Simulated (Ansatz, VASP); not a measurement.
# MnO: VASP beside Ansatz

```
Mn O
1.0
     0.00000    2.26646    2.26646
     2.26646    0.00000    2.26646
     2.26646    2.26646    0.00000
Mn O
1 1
Direct
  0.00000 0.00000 0.00000
  0.50000 0.50000 0.50000
```

Alike in both runs: task single point; functional PBE; k mesh 6 × 6 × 6; occupations gaussian, width 0.05 eV; collinear spin; Hubbard terms Mn d U = 3.9 eV.

```csv
,VASP,Ansatz
version,VASP 6.6.1,Ansatz 0.2.0
potentials or method,"VASP PAW PBE potentials, release 64 (Mn_pv, O), cutoff 520 eV","scalar-relativistic, plane waves, PAW"
valence electrons in the cell,19,21
```

|  | VASP | Ansatz | Ansatz less VASP |
| --- | --- | --- | --- |
| gap on the k mesh at the Fermi level (eV) | 0.10 | 0.01 | -0.090 |
| least direct gap on the mesh (eV) | 2.26 | 1.40 | -0.859 |
| pressure (GPa) | -1.6 | 0.0 | +1.60 |
| net moment per atom (μB) | 2.50 | 2.50 | 0.000 |
| size of the moment on the site where the two differ most (μB) | 4.63 | 4.32 | -0.309 |

Site moments also hang on the region over which each program counts them. The programs project onto different local orbitals, so the same U acts differently, and such runs can settle in different states. VASP's potentials hold 19 valence electrons a cell and Ansatz's 21, so a difference there can come from the potentials and not from the codes. Ansatz's warnings: filled band counts differ across k points.
